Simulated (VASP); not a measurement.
A run of VASP 6.6.1 is set up as follows.

The input INCAR:

```
SYSTEM = Zr
PREC = Accurate
ENCUT = 520
EDIFF = 1E-8
ISMEAR = -1
SIGMA = 0.08
LREAL = .False.
LASPH = .True.
NELM = 80
ALGO = Normal
ISIF = 2
LWAVE = .False.
LCHARG = .False.
GGA = PE
LEFG = .True.
NBANDS = 19
```

The input KPOINTS:

```
Automatic mesh
0
Gamma
  13 13 7
  0 0 0
```

POSCAR

```
Zr
1.0
    3.2849912186      0.0000000000      0.0000000000
   -1.6424956092      2.8448858464      0.0000000000
    0.0000000000      0.0000000000      5.2313920485
Zr
2
Direct
    0.3333333333      0.6666666667      0.2500000000
    0.6666666667      0.3333333333      0.7500000000
```

Potentials or basis: VASP PAW PBE potentials, release 64 (Zr_sv).

Run with:

```console
$ cat potpaw_PBE.64/Zr_sv/POTCAR > POTCAR
$ mpirun -np 1 vasp_std > vasp.out
```

(1) What does it give for the pressure?

(2) What does it give for the band gap on the k mesh?

Answers

(1) -3.8 GPa.

(2) zero (band 12 reaches 9.31 eV, above the bottom of band 13 at 8.20 eV).

Caveat: without QUAD_EFG the Cq values of the log hold for a quadrupole moment of 1 mb, not for the nuclei.
